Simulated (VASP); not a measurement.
Wanted: the native input for a VASP 6.6.1 run.

- Task: single point
- Functional: r2SCAN
- Potentials or basis: VASP PAW PBE potentials, release 64 (Al)
- Cutoff: 520 eV
- k mesh: 18 × 18 × 18
- Occupations: gaussian, width 0.1 eV
- Spin: no spin polarisation
- Dipole correction: no
- Further INCAR settings: ALGO = Normal; EDIFF = 1e-07; NBANDS = 8

Crystal: Al.

```
Al
1.0
     0.00000    1.95526    1.95526
     1.95526    0.00000    1.95526
     1.95526    1.95526    0.00000
Al
1
Direct
  0.00000 0.00000 0.00000
```

This cell differs from its parent crystal: volume scaled by 0.94.

One way to write it, as run:

POSCAR

```
Al
1.0
    0.0000000000      1.9552568861      1.9552568861
    1.9552568861      0.0000000000      1.9552568861
    1.9552568861      1.9552568861      0.0000000000
Al
1
Direct
    0.0000000000      0.0000000000      0.0000000000
```

INCAR.step1

```
SYSTEM = Al
ALGO = Normal ; EDIFF = 1E-4
ENCUT = 520 ; GGA = PE
ISMEAR = 0 ; LASPH = .True.
LCHARG = .False. ; LREAL = .False.
LWAVE = .True. ; NBANDS = 8
NELM = 80 ; PREC = Accurate
SIGMA = 0.1
```

INCAR.step2

```
SYSTEM = Al
ALGO = Normal ; EDIFF = 1E-7
ENCUT = 520 ; ISIF = 2
ISMEAR = 0 ; ISTART = 1
LASPH = .True. ; LCHARG = .False.
LMIXTAU = .True. ; LREAL = .False.
LWAVE = .False. ; METAGGA = R2SCAN
NBANDS = 8 ; NELM = 80
PREC = Accurate ; SIGMA = 0.1
```

KPOINTS

```
k-points
0
Gamma
  18 18 18
  0 0 0
```

Potentials or basis: VASP PAW PBE potentials, release 64 (Al).

The run is started by

```console
$ cat potpaw_PBE.64/Al/POTCAR > POTCAR
$ cp INCAR.step1 INCAR
$ mpirun -np 1 vasp_std > vasp.out
$ cp INCAR.step2 INCAR
$ mpirun -np 1 vasp_std > vasp.out
```

It gave:

* Pressure: 6.2 GPa

Caveat: the PAW data sets were made with another functional, which shifts forces and pressure a little.

Wall time 51 s on 1 thread of Intel(R) Xeon(R) Platinum 8488C (Sapphire Rapids), on a shared host, peak memory 0.14 GiB.
